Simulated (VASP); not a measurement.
Wanted: the native input for a VASP 6.6.1 run.

```yaml
Task: single point
Functional: PBE
Potentials_or_basis: VASP PAW PBE potentials, release 64 (Sr_sv, Ti_sv, O)
Cutoff: 520 eV
k_mesh: 8 × 8 × 8
Occupations: gaussian, width 0.05 eV
Spin: no spin polarisation
Dipole_correction: no
Further_INCAR_settings: ALGO = Normal; EDIFF = 1e-06; NBANDS = 28
```

The structure of SrTiO3 lies in POSCAR:

```
SrTiO3
1.0
    3.5427632102      0.0000000000      0.0000000000
    0.0000000000      4.3300439236      0.0000000000
    0.0000000000      0.0000000000      3.9364035669
Sr Ti O
1 1 3
Direct
    0.0000000000      0.0000000000      0.0000000000
    0.5000000000      0.5000000000      0.5000000000
    0.0000000000      0.5000000000      0.5000000000
    0.5000000000      0.0000000000      0.5000000000
    0.5000000000      0.5000000000      0.0000000000
```

This cell differs from its parent crystal: strain -0.1000 x Voigt [1, -1, 0, 0, 0, 0].

These files were run (other wordings do the same):

INCAR

```
SYSTEM = SrTiO3
PREC     = Accurate       ! precision mode
ENCUT    = 520            ! plane-wave cutoff, eV
EDIFF    = 1E-6           ! SCF threshold, eV
ISMEAR   = 0              ! smearing method
SIGMA    = 0.05           ! smearing width, eV
LREAL    = .FALSE.        ! projectors in reciprocal space
LASPH    = .TRUE.         ! aspherical terms in the spheres
NELM     = 80             ! most SCF steps
ALGO     = Normal         ! electronic algorithm
ISIF     = 2              ! what is computed and relaxed
LWAVE    = .FALSE.        ! write WAVECAR
LCHARG   = .TRUE.         ! write CHGCAR
GGA      = PE             ! functional
LELF     = .TRUE.         ! ELF
LVHAR    = .TRUE.       
NBANDS   = 28             ! bands
```

KPOINTS

```
Automatic mesh
0
G
  8 8 8
  0 0 0
```

Potentials or basis: VASP PAW PBE potentials, release 64 (Sr_sv, Ti_sv, O).

Run with:

```console
$ cat potpaw_PBE.64/Sr_sv/POTCAR potpaw_PBE.64/Ti_sv/POTCAR potpaw_PBE.64/O/POTCAR > POTCAR
$ mpirun -np 1 vasp_std > vasp.out
```

Results of the run:

```yaml
Pressure: 10.7 GPa
Band_gap_on_the_k_mesh: 1.59 eV, indirect (least direct gap 1.90 eV)
```

Caveat: the cell differs from its parent crystal (strain -0.1000 x Voigt [1, -1, 0, 0, 0, 0]).

Run time: 4.1 min on 1 thread of AMD EPYC 7R43 64-Core Processor (Zen 3) (shared host), peak memory 0.28 GiB.
